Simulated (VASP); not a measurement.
Runs of VASP 6.6.1 on I. The structure is that of space group Cmce (No. 64), or close to it. The cells are those of the table. 

```tsv
cell	k mesh	smearing	gap on the mesh (eV)	pressure (GPa)	largest force (eV/Å)
a = 5.027, b = 5.027, c = 9.876 Å, angles 90.0, 90.0, 54.5°, 4 atoms	4 × 4 × 2	fermi-dirac 0.05 eV	1.03	0.0	0.03
a = 5.027, b = 5.027, c = 9.876 Å, angles 90.0, 90.0, 54.5°, 4 atoms	3 × 3 × 2	fermi-dirac 0.05 eV	1.03	-0.1	0.06
a = 5.027, b = 5.027, c = 9.876 Å, angles 90.0, 90.0, 54.5°, 4 atoms	8 × 8 × 4	fermi-dirac 0.01 eV	1.00	0.0	0.02
a = 5.027, b = 5.027, c = 9.876 Å, angles 90.0, 90.0, 54.5°, 4 atoms	1 × 1 × 1	fermi-dirac 0.05 eV	-	(a)	0.91
a = 5.027, b = 5.027, c = 9.876 Å, angles 90.0, 90.0, 54.5°, 4 atoms	5 × 5 × 2	fermi-dirac 0.05 eV	1.03	0.0	0.02
a = 5.027, b = 5.027, c = 9.876 Å, angles 90.0, 90.0, 54.5°, 4 atoms	4 × 4 × 2	fermi-dirac 0.1 eV	1.03	0.0	0.03
a = 5.027, b = 5.027, c = 9.876 Å, angles 90.0, 90.0, 54.5°, 4 atoms	7 × 7 × 3	fermi-dirac 0.05 eV	1.02	-0.1	0.02
a = 5.027, b = 5.027, c = 9.876 Å, angles 90.0, 90.0, 54.5°, 4 atoms	2 × 2 × 1	fermi-dirac 0.05 eV	1.02	-0.7	0.37
a = 5.093, b = 5.093, c = 10.006 Å, angles 90.0, 90.0, 54.5°, 4 atoms	7 × 7 × 3	fermi-dirac 0.05 eV	0.94	-0.7	0.19
a = 5.027, b = 5.027, c = 9.876 Å, angles 90.0, 90.0, 54.5°, 4 atoms	6 × 6 × 3	fermi-dirac 0.05 eV	1.03	0.0	0.02
a = 5.027, b = 5.027, c = 9.876 Å, angles 90.0, 90.0, 54.5°, 4 atoms	8 × 8 × 4	fermi-dirac 0.05 eV	1.00	0.0	0.02
```

Alike in all rows: task single point; level PBE; potentials or basis VASP PAW PBE potentials, release 64 (I); no spin polarisation; cutoff (eV) 520.

Question: Fill in the values left out.

Answer: (a) 7.7.

Caveats: some runs use coarse meshes; spin-orbit coupling is left out, which moves the levels of the heavy elements; an odd mesh through Γ misses points on the zone boundary, where band edges can lie (at least some runs).

A k mesh can miss the band edges, and the runs leave out spin-orbit coupling on I.
